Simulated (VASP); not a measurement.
# MgCdO (P4/mmm) in VASP: single point with PBE

Aim: the single point of MgCdO with PBE.

Everything below comes from runs of VASP 6.6.1. Logs are shortened: lines on timing, memory, paths and dates and some standing lists are left out, and cuts for length are marked.

## Step 1: The cell of the first run

The structure is tetragonal, space group P4/mmm (No. 123). Conventional cell: a = 3.752 Å, b = 3.752 Å, c = 3.771 Å, α = 90.00°, β = 90.00°, γ = 90.00°. Within 2.5 Å of Mg (site symmetry 4/mmm) lie 2 O at 1.89 Å. Within 3.5 Å of Cd (site symmetry 4/mmm) lie 4 O at 2.65 Å and 8 Mg at 3.25 Å. Within 2.5 Å of O (site symmetry 4/mmm) lie 2 Mg at 1.89 Å.

## Step 2: Single point, PBE, collinear spin, ferromagnetic start

INCAR

```
SYSTEM = MgCdO
ALGO = Normal ; EDIFF = 1E-6
ENCUT = 520 ; GGA = PE
ISIF = 2 ; ISMEAR = 0
ISPIN = 2 ; LASPH = .TRUE.
LCHARG = .FALSE. ; LORBIT = 11
LREAL = .FALSE. ; LWAVE = .FALSE.
MAGMOM = 0 0 1 ; NBANDS = 21
NELM = 150 ; PREC = Accurate
SIGMA = 0.1
```

KPOINTS

```
k-points
0
G
  4 4 4
  0 0 0
```

POSCAR

```
MgCdO
1.0
    3.7515830784      0.0000000000      0.0000000000
    0.0000000000      3.7515830784      0.0000000000
    0.0000000000      0.0000000000      3.7714476249
Mg Cd O
1 1 1
Direct
    0.0000000000      0.0000000000      0.5000000000
    0.5000000000      0.5000000000      0.0000000000
    0.0000000000      0.0000000000      0.0000000000
```

Potentials or basis: VASP PAW PBE potentials, release 64 (Mg, Cd, O).

Started as:

```console
> cat potpaw_PBE.64/Mg/POTCAR potpaw_PBE.64/Cd/POTCAR potpaw_PBE.64/O/POTCAR > POTCAR
> mpirun -np 1 vasp_std > vasp.out
```

OUTCAR:

```text
SYSTEM = MgCdO
   EDIFF = 1E-6
   ENCUT = 520
   GGA = PE
   ISIF = 2
   ISMEAR = 0
   ISPIN = 2
   LASPH = .TRUE.
   LORBIT = 11
   LREAL = .FALSE.
   NELM = 150
   PREC = Accurate

 ion  position               nearest neighbor table
   1  0.000  0.000  0.500-   3 1.89   3 1.89   2 3.25   2 3.25   2 3.25   2 3.25   2 3.25   2 3.25
                             2 3.25   2 3.25
   2  0.500  0.500  0.000-   3 2.65   3 2.65   3 2.65   3 2.65   1 3.25   1 3.25   1 3.25   1 3.25
                             1 3.25   1 3.25   1 3.25   1 3.25
   3  0.000  0.000  0.000-   1 1.89   1 1.89   2 2.65   2 2.65   2 2.65   2 2.65

  LATTYP: Found a simple tetragonal cell.
 ALAT       =     3.7515830784
 C/A-ratio  =     1.0052949771

  Lattice vectors:

 A1 = (   3.7515830784,   0.0000000000,   0.0000000000)
 A2 = (   0.0000000000,   3.7515830784,   0.0000000000)
 A3 = (   0.0000000000,   0.0000000000,   3.7714476249)

Analysis of symmetry for initial positions (statically):
=====================================================================
 Subroutine PRICEL returns:
 Original cell was already a primitive cell.

 Routine SETGRP: Setting up the symmetry group for a
 simple tetragonal supercell.

 Subroutine GETGRP returns: Found 16 space group operations
 (whereof 16 operations were pure point group operations)
 out of a pool of 16 trial point group operations.

The static configuration has the point symmetry D_4h.

Analysis of symmetry for dynamics (positions and initial velocities):
=====================================================================
 Subroutine PRICEL returns:
 Original cell was already a primitive cell.

 Routine SETGRP: Setting up the symmetry group for a
 simple tetragonal supercell.

 Subroutine GETGRP returns: Found 16 space group operations
 (whereof 16 operations were pure point group operations)
 out of a pool of 16 trial point group operations.

The dynamic configuration has the point symmetry D_4h.

Analysis of structural, dynamic, and magnetic symmetry:
=====================================================================
 Subroutine PRICEL returns:
 Original cell was already a primitive cell.

 Routine SETGRP: Setting up the symmetry group for a
 simple tetragonal supercell.

 Subroutine GETGRP returns: Found 16 space group operations
 (whereof 16 operations were pure point group operations)
 out of a pool of 16 trial point group operations.

The overall configuration has the point symmetry D_4h.

 Subroutine INISYM returns: Found 16 space group operations
 (whereof 16 operations are pure point group operations),
 and found     1 'primitive' translations

----------------------------------------------------------------------------------------

                                     Primitive cell

  volume of cell :      53.0808

  direct lattice vectors                    reciprocal lattice vectors
     3.751583078  0.000000000  0.000000000     0.266554140  0.000000000  0.000000000
     0.000000000  3.751583078  0.000000000     0.000000000  0.266554140  0.000000000
     0.000000000  0.000000000  3.771447625     0.000000000  0.000000000  0.265150176

  length of vectors
     3.751583078  3.751583078  3.771447625     0.266554140  0.266554140  0.265150176

  position of ions in fractional coordinates (direct lattice)
     0.000000000  0.000000000  0.500000000
     0.500000000  0.500000000  0.000000000
     0.000000000  0.000000000  0.000000000

  ion indices of the primitive-cell ions
   primitive index   ion index
                 1           1
                 2           2
                 3           3

----------------------------------------------------------------------------------------

 KPOINTS: k-points

Automatic generation of k-mesh.
 Grid dimensions read from file:
 generate k-points for:    4    4    4

 Generating k-lattice:

  Cartesian coordinates                     Fractional coordinates (reciprocal lattice)
     0.066638535  0.000000000  0.000000000     0.250000000  0.000000000  0.000000000
     0.000000000  0.066638535  0.000000000     0.000000000  0.250000000  0.000000000
     0.000000000  0.000000000  0.066287544     0.000000000  0.000000000  0.250000000

  Length of vectors
     0.066638535  0.066638535  0.066287544

  Shift w.r.t. Gamma in fractional coordinates (k-lattice)
     0.000000000  0.000000000  0.000000000

 Subroutine IBZKPT returns following result:
 ===========================================

 Found     18 irreducible k-points:

 Following reciprocal coordinates:
            Coordinates               Weight
  0.000000  0.000000  0.000000      1.000000
  0.250000  0.000000  0.000000      4.000000
  0.500000  0.000000  0.000000      2.000000
  0.250000  0.250000  0.000000      4.000000
  0.500000  0.250000  0.000000      4.000000
  0.500000  0.500000  0.000000      1.000000
[... 10 lines left out ...]
  0.500000  0.250000  0.500000      4.000000
  0.500000  0.500000  0.500000      1.000000
   k-points           NKPTS =     18   k-points in BZ     NKDIM =     18   number of bands    NBANDS=     21
   number of dos      NEDOS =    301   number of ions     NIONS =      3
   total plane-waves  NPLWV =  21952
   dimension x,y,z NGX =    28 NGY =   28 NGZ =   28
   dimension x,y,z NGXF=    56 NGYF=   56 NGZF=   56
   ions per type =               1   1   1
   NGX,Y,Z   is equivalent  to a cutoff of  12.41, 12.41, 12.34 a.u.
   NGXF,Y,Z  is equivalent  to a cutoff of  24.82, 24.82, 24.68 a.u.
 SYSTEM =  MgCdO
   PREC   = accura    normal or accurate (medium, high low for compatibility)
   ISTART =      0    job   : 0-new  1-cont  2-samecut
   ICHARG =      2    charge: 1-file 2-atom 10-const
   ISPIN  =      2    spin polarized calculation?
   LNONCOLLINEAR =      F non collinear calculations
   LSORBIT =      F    spin-orbit coupling
   LASPH  =      T    aspherical Exc in radial PAW
   ENCUT  =  520.0 eV  38.22 Ry    6.18 a.u.   6.98  6.98  7.01*2*pi/ulx,y,z
   NELM   =    150;   NELMIN=  2; NELMDL= -5     # of ELM steps
   EDIFF  = 0.1E-05   stopping-criterion for ELM
   LREAL  =      F    real-space projection
   EDIFFG = 0.1E-04   stopping-criterion for IOM
   NSW    =      0    number of steps for IOM
   IBRION =     -1    ionic relax: 0-MD 1-quasi-New 2-CG
   NFREE  =      0    steps in history (QN), initial steepest desc. (CG)
   ISIF   =      2    stress and relaxation
   ISYM   =      2    0-nonsym 1-usesym 2-fastsym
   POTIM  = 0.5000    time-step for ionic-motion
   TEBEG  =    0.0;   TEEND  =   0.0 temperature during run
   PSTRESS=    0.0 pullay stress
   NELECT =      20.0000    total number of electrons
   NUPDOWN=      -1.0000    fix difference up-down
   EMIN   =  10.00;   EMAX   =-10.00  energy-range for DOS
   EFERMI =   0.00;   METHOD = LEGACY
   ISMEAR =     0;   SIGMA  =   0.10  broadening in eV -4-tet -1-fermi 0-gaus
   EFERMI_NEDOS =   21; number of points for ismear=-14 and -15
   IALGO  =     38    algorithm
   IMIX   =      4    mixing-type and parameters
     AMIX     =   0.40;   BMIX     =  1.00
     AMIX_MAG =   1.60;   BMIX_MAG =  1.00
  volume/ion in A,a.u.               =      17.69       119.40
  Fermi-wavevector in a.u.,A,eV,Ry     =   1.182422  2.234453 19.022595  1.398121
  Thomas-Fermi vector in A             =   2.318676
   LORBIT       =     11    0 simple, 1 ext, 2 COOP (PROOUT), +10 PAW based schemes
   GGA     = PE    functional components
   LHFCALC =     F    Hartree Fock is set to
   AEXX    =    0.0000 exact exchange contribution
   IVDW    =     0    specifies the selected vdW correction
   LEPSILON=     F    determine dielectric tensor
   LRPA    =     F    only Hartree local field effects (RPA)
 spin polarized calculation
 Gauss-broadening in eV      SIGMA  =   0.10
  energy-cutoff  :      520.00
  volume of cell :       53.08
 maximum number of plane-waves:      1452
 NGX is ok and might be reduce to    28
   NGX = 13   NGY = 13   NGZ = 15

 number of electron      19.9999986 magnetization      -0.0003192

 number of electron      19.9999986 magnetization       0.0000392

 Free energy of the ion-electron system (eV)
  ---------------------------------------------------
  ext. energy  EPLUGINS =         0.00000000
  ---------------------------------------------------
  free energy    TOTEN  =       -10.15586360 eV

  energy without entropy =      -10.15404410  energy(sigma->0) =      -10.15495385

 E-fermi :   2.2683     XC(G=0):  -9.7392

 val. band max:        2.1514917560   @ k =   0.5000   0.0000   0.2500
 cond. band min:       2.3847996160   @ k =   0.2500   0.0000   0.5000
 fundamental gap:      0.2333078601
 Fermi energy:         2.2682602969

 spin component 1

 k-point     1 :       0.0000    0.0000    0.0000
  band No.  band energies     occupation
      1     -15.8859      1.00000
      2      -6.1104      1.00000
      3      -6.0321      1.00000
      4      -5.8420      1.00000
      5      -5.8420      1.00000
      6      -5.8227      1.00000
[... 405 lines left out ...]
      4      -5.7113      1.00000
      5      -5.7039      1.00000
      6      -5.6787      1.00000
[... 13 lines left out ...]
     20      22.7248      0.00000
     21      22.7248      0.00000
 Fermi energy:         2.2682602969

 spin component 2

 k-point     1 :       0.0000    0.0000    0.0000
  band No.  band energies     occupation
      1     -15.8858      1.00000
      2      -6.1104      1.00000
      3      -6.0321      1.00000
      4      -5.8420      1.00000
      5      -5.8420      1.00000
      6      -5.8227      1.00000
[... 406 lines left out ...]
      5      -5.7039      1.00000
      6      -5.6787      1.00000
[... 13 lines left out ...]
     20      22.7248      0.00000
     21      22.7248      0.00000

------------------------ aborting loop because EDIFF is reached ----------------------------------------

  FORCE on cell =-STRESS in cart. coord.  units (eV):
  Direction    XX          YY          ZZ          XY          YZ          ZX
  --------------------------------------------------------------------------------------
  -------------------------------------------------------------------------------------
  Total       -0.1048449     -0.1048449     -0.1820371      0.0000000      0.0000000      0.0000000
  in kB       -3.1646128     -3.1646128     -5.4945634      0.0000000      0.0000000      0.0000000
  external PRESSURE =      -3.9412630 kB  Pullay stress =       0.0000000 kB

 VOLUME and BASIS-vectors are now :
 -----------------------------------------------------------------------------
  energy-cutoff  :      520.00
  volume of cell :       53.08
      direct lattice vectors                 reciprocal lattice vectors
     3.751583078  0.000000000  0.000000000     0.266554140  0.000000000  0.000000000
     0.000000000  3.751583078  0.000000000     0.000000000  0.266554140  0.000000000
     0.000000000  0.000000000  3.771447625     0.000000000  0.000000000  0.265150176

 POSITION                                       TOTAL-FORCE (eV/Angst)
 -----------------------------------------------------------------------------------
      0.00000      0.00000      1.88572         0.000000      0.000000      0.000000
      1.87579      1.87579      0.00000         0.000000      0.000000      0.000000
      0.00000      0.00000      0.00000         0.000000      0.000000      0.000000
 -----------------------------------------------------------------------------------
    total drift:                                0.000000      0.000000     -0.000000

  FREE ENERGIE OF THE ION-ELECTRON SYSTEM (eV)
  ---------------------------------------------------
  free  energy   TOTEN  =       -10.1558635977 eV

  energy  without entropy=      -10.1540440979  energy(sigma->0) =      -10.15495385

 total charge

# of ion       s       p       d       tot
------------------------------------------
    1        0.168   0.166   0.064   0.397
    2        0.477   0.202   9.537  10.217
    3        1.580   3.413   0.000   4.992
--------------------------------------------------
tot          2.225   3.780   9.601  15.606

 magnetization (x)

# of ion       s       p       d       tot
------------------------------------------
    1       -0.000  -0.000  -0.000  -0.000
    2       -0.000  -0.000  -0.000  -0.000
    3        0.000   0.000   0.000   0.000
--------------------------------------------------
tot         -0.000   0.000  -0.000   0.000
```

Run time: 55 s. Hardware: 1 thread of AMD EPYC 7R43 (Zen 3), shared host; peak memory 0.16 GiB.

Results:

| Quantity | Value |
| --- | --- |
| Free energy | -10.1559 eV |
| Pressure | -0.4 GPa |
| Band gap on the k mesh | zero (filled and empty bands overlap) |
| Net moment | 0.00 μB per cell |
| Valence electrons inside the program's atomic spheres | Mg 0.40; Cd 10.22; O 4.99 |

Stress tensor (GPa, compression positive):
```
-0.32  0.00  0.00
 0.00 -0.32  0.00
 0.00  0.00 -0.55
```

Levels at points of the mesh, in eV from the Fermi level:
Spin up:
```csv
k point,band 7,band 8,band 9,band 10,band 11,band 12,band 13,band 14
"(0.00, 0.00, 0.00)",-4.51,-4.12,-3.34,-3.34,5.51,5.84,6.23,6.42
"(0.50, 0.00, 0.00)",-5.68,-3.82,-2.50,-0.47,0.32,5.94,6.02,7.81
"(0.50, 0.50, 0.00)",-4.61,-4.61,-3.85,-1.66,2.72,2.72,4.95,8.60
"(0.00, 0.00, 0.50)",-5.81,-3.23,-3.23,-1.51,-0.67,7.08,7.28,7.28
"(0.50, 0.00, 0.50)",-4.78,-4.65,-2.46,-1.01,2.32,2.99,3.25,8.43
"(0.50, 0.50, 0.50)",-4.76,-4.19,-4.19,0.74,1.39,2.70,2.70,6.13
```
Spin down:
```csv
k point,band 6,band 7,band 8,band 9,band 10,band 11,band 12,band 13,band 14,band 15
"(0.00, 0.00, 0.00)",-8.09,-4.51,-4.12,-3.34,-3.34,5.51,5.84,6.23,6.42,6.42
"(0.50, 0.00, 0.00)",-8.10,-5.68,-3.82,-2.50,-0.47,0.32,5.94,6.02,7.81,8.08
"(0.50, 0.50, 0.00)",-7.98,-4.61,-4.61,-3.85,-1.66,2.72,2.72,4.95,8.60,10.02
"(0.00, 0.00, 0.50)",-7.99,-5.81,-3.23,-3.23,-1.51,-0.67,7.08,7.28,7.28,9.40
"(0.50, 0.00, 0.50)",-7.98,-4.78,-4.65,-2.46,-1.01,2.32,2.99,3.25,8.43,8.57
"(0.50, 0.50, 0.50)",-7.95,-4.76,-4.19,-4.19,0.74,1.39,2.70,2.70,6.13,6.13
```

Caveat: the k points lie up to 0.42 Å⁻¹ apart.
